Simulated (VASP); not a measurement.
Wanted: the native input for a VASP 6.6.1 run.

| Item | Value |
| --- | --- |
| Task | single point |
| Functional | revPBE |
| Dispersion | D3(BJ) |
| Potentials or basis | VASP PAW PBE potentials, release 64 (As, Ga_d) |
| Cutoff | 520 eV |
| k mesh | 8 × 8 × 8 |
| Occupations | methfessel-paxton, width 0.025 eV |
| Spin | collinear spin |
| Starting moments | [1.0, 0.0] μB |
| Fixed moment | 1 μB |
| Dipole correction | no |
| Further INCAR settings | ALGO = Normal; EDIFF = 1e-06; NBANDS = 20 |

The structure of GaAs lies in POSCAR:

```
GaAs
1.0
    0.0000000000      2.8268500000      2.8268500000
    2.8268500000      0.0000000000      2.8268500000
    2.8268500000      2.8268500000      0.0000000000
As Ga
1 1
Direct
    0.7500000000      0.7500000000      0.7500000000
    0.0000000000      0.0000000000      0.0000000000
```

The input as run:

INCAR

```
SYSTEM = GaAs
PREC = Accurate
ENCUT = 520
EDIFF = 1E-6
ISMEAR = 1
SIGMA = 0.025
LREAL = .FALSE.
LASPH = .TRUE.
NELM = 150
ALGO = Normal
ISIF = 2
LWAVE = .FALSE.
LCHARG = .FALSE.
ISPIN = 2
MAGMOM = 1 0
LORBIT = 11
NUPDOWN = 1.0
GGA = RE
IVDW = 12
NBANDS = 20
```

KPOINTS

```
Automatic mesh
0
G
  8 8 8
  0 0 0
```

Potentials or basis: VASP PAW PBE potentials, release 64 (As, Ga_d).

Run with:

```sh
$ cat potpaw_PBE.64/As/POTCAR potpaw_PBE.64/Ga_d/POTCAR > POTCAR
$ mpirun -np 1 vasp_std > vasp.out
```

It gave:

```yaml
Pressure: 5.3 GPa
Net_moment: 1.00 μB per cell
Site_moments: As +0.32; Ga +0.24 μB
Valence_electrons_inside_the_program's_atomic_spheres: As 2.80; Ga 11.71
Dispersion_energy_per_atom: -0.622 eV
```

Caveat: the cell stands under pressure; the PAW data sets were made with another functional, which shifts forces and pressure a little; the total moment is fixed, so each spin has its own Fermi level.

Run time: 24 s on 1 thread of Intel(R) Xeon(R) 6975P-C (Granite Rapids), with other jobs on the host, peak memory 0.21 GiB.
